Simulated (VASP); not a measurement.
Wanted: the native input for a VASP 6.6.1 run.

| Property | Result |
| --- | --- |
| Task | single point |
| Functional | r2SCAN |
| Potentials or basis | VASP PAW PBE potentials, release 64 (Fe) |
| Cutoff | 520 eV |
| k mesh | 20 × 20 × 20 |
| Occupations | gaussian, width 0.1 eV |
| Spin | collinear spin, ferromagnetic start |
| Starting moments | [3.09] μB |
| Dipole correction | no |
| Further INCAR settings | ALGO = Normal; EDIFF = 1e-07; NBANDS = 14 |

Fe:

```xyz
1
Lattice="-1.4333 1.4333 1.4333 1.4333 -1.4333 1.4333 1.4333 1.4333 -1.4333" Properties=species:S:1:pos:R:3 pbc="T T T"
Fe    0.0000    0.0000    0.0000
```

One way to write it, as run:

POSCAR

```
Fe
1.0
   -1.4332514529      1.4332514529      1.4332514529
    1.4332514529     -1.4332514529      1.4332514529
    1.4332514529      1.4332514529     -1.4332514529
Fe
1
Direct
    0.0000000000      0.0000000000      0.0000000000
```

INCAR.step1

```
SYSTEM = Fe
PREC = Accurate ; ENCUT = 520
ISMEAR = 0 ; SIGMA = 0.1
LREAL = .FALSE. ; LASPH = .TRUE.
NELM = 150 ; ISPIN = 2
MAGMOM = 3.09 ; LMAXMIX = 4
NBANDS = 14 ; GGA = PE
ALGO = Normal ; EDIFF = 1E-4
LWAVE = .TRUE. ; LCHARG = .FALSE.
```

INCAR.step2

```
SYSTEM = Fe
PREC = Accurate ; ENCUT = 520
EDIFF = 1E-7 ; ISMEAR = 0
SIGMA = 0.1 ; LREAL = .FALSE.
LASPH = .TRUE. ; NELM = 150
ALGO = Normal ; ISIF = 2
LWAVE = .FALSE. ; LCHARG = .FALSE.
ISPIN = 2 ; MAGMOM = 3.09
LORBIT = 11 ; LMAXMIX = 4
METAGGA = R2SCAN ; LMIXTAU = .TRUE.
NBANDS = 14 ; ISTART = 1
```

KPOINTS

```
regular mesh
0
G
  20 20 20
  0 0 0
```

Potentials or basis: VASP PAW PBE potentials, release 64 (Fe).

Launch:

```sh
$ cat potpaw_PBE.64/Fe/POTCAR > POTCAR
$ cp INCAR.step1 INCAR
$ mpirun -np 1 vasp_std > vasp.out
$ cp INCAR.step2 INCAR
$ mpirun -np 1 vasp_std > vasp.out
```

Results of the run:

| Item | Value |
| --- | --- |
| Pressure | -0.4 GPa |
| Net moment | 2.65 μB per cell |
| Site moments | Fe +2.72 μB |
| Valence electrons inside the program's atomic spheres | Fe 7.20 |

Caveat: the PAW data sets were made with another functional, which shifts forces and pressure a little.

Wall time 8.3 min on 1 thread of Intel Xeon 8259CL, with other jobs on the host, peak memory 0.18 GiB.
